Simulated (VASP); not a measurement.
Set up this calculation in VASP 6.6.1, as the native input.

- Task: single point
- Functional: r2SCAN
- Potentials or basis: VASP PAW PBE potentials, release 64 (Pd, Cs_sv, O)
- Cutoff: 520 eV
- k mesh: 9 × 9 × 4
- Occupations: fermi-dirac, width 0.1 eV
- Spin: no spin polarisation
- Dipole correction: no
- Further INCAR settings: ALGO = Normal; EDIFF = 1e-06; NBANDS = 34

The system is CsPdO.

```
Pd Cs O
1.0
     3.74581    0.00000    0.00000
     0.00000    3.74581    0.00000
     0.00000    0.00000    8.59548
Pd Cs O
2 2 2
Direct
  0.25000 0.25000 0.64900
  0.75000 0.75000 0.35100
  0.25000 0.25000 0.20600
  0.75000 0.75000 0.79400
  0.75000 0.25000 0.00000
  0.25000 0.75000 0.00000
```

One way to write it, as run:

POSCAR

```
CsPdO
1.0
    3.7458130000      0.0000000000      0.0000000000
    0.0000000000      3.7458130000      0.0000000000
    0.0000000000      0.0000000000      8.5954780000
Pd Cs O
2 2 2
Direct
    0.2500000000      0.2500000000      0.6490000000
    0.7500000000      0.7500000000      0.3510000000
    0.2500000000      0.2500000000      0.2060000000
    0.7500000000      0.7500000000      0.7940000000
    0.7500000000      0.2500000000      0.0000000000
    0.2500000000      0.7500000000      0.0000000000
```

INCAR.step1

```
PREC     = Accurate       # precision mode
ENCUT    = 520            # plane-wave cutoff, eV
ISMEAR   = -1             # smearing method
SIGMA    = 0.1            # smearing width, eV
LREAL    = F              # projectors in reciprocal space
LASPH    = T              # aspherical terms in the spheres
NELM     = 60             # most SCF steps
NBANDS   = 34             # bands
GGA      = PE             # functional
ALGO     = Normal         # electronic algorithm
EDIFF    = 1E-4           # SCF threshold, eV
LWAVE    = T              # write WAVECAR
LCHARG   = F              # write CHGCAR
```

INCAR.step2

```
PREC     = Accurate       # precision mode
ENCUT    = 520            # plane-wave cutoff, eV
EDIFF    = 1E-6           # SCF threshold, eV
ISMEAR   = -1             # smearing method
SIGMA    = 0.1            # smearing width, eV
LREAL    = F              # projectors in reciprocal space
LASPH    = T              # aspherical terms in the spheres
NELM     = 60             # most SCF steps
ALGO     = Normal         # electronic algorithm
ISIF     = 2              # what is computed and relaxed
LWAVE    = F              # write WAVECAR
LCHARG   = T              # write CHGCAR
METAGGA  = R2SCAN         # meta-GGA
LMIXTAU  = T            
LELF     = T              # ELF
LVHAR    = T            
NBANDS   = 34             # bands
ISTART   = 1
```

KPOINTS

```
Automatic mesh
0
Gamma
  9 9 4
```

Potentials or basis: VASP PAW PBE potentials, release 64 (Pd, Cs_sv, O).

Launch:

```sh
$ cat potpaw_PBE.64/Pd/POTCAR potpaw_PBE.64/Cs_sv/POTCAR potpaw_PBE.64/O/POTCAR > POTCAR
$ cp INCAR.step1 INCAR
$ mpirun -np 1 vasp_std > vasp.out
$ cp INCAR.step2 INCAR
$ mpirun -np 1 vasp_std > vasp.out
```

It gave:

```json
{
  "Pressure": "5.7 GPa",
  "Largest force": "1.327 eV/Å",
  "Band gap on the k mesh": "zero (bands 25 and 26 overlap by 0.67 eV)"
}
```

Caveat: the cell stands under pressure; the PAW data sets were made with another functional, which shifts forces and pressure a little; spin-orbit coupling is left out, which moves the levels of the heavy elements.

It took 7.7 min on 1 thread of AMD EPYC 7R13 Processor (Zen 3), on a shared host, peak memory 0.31 GiB.
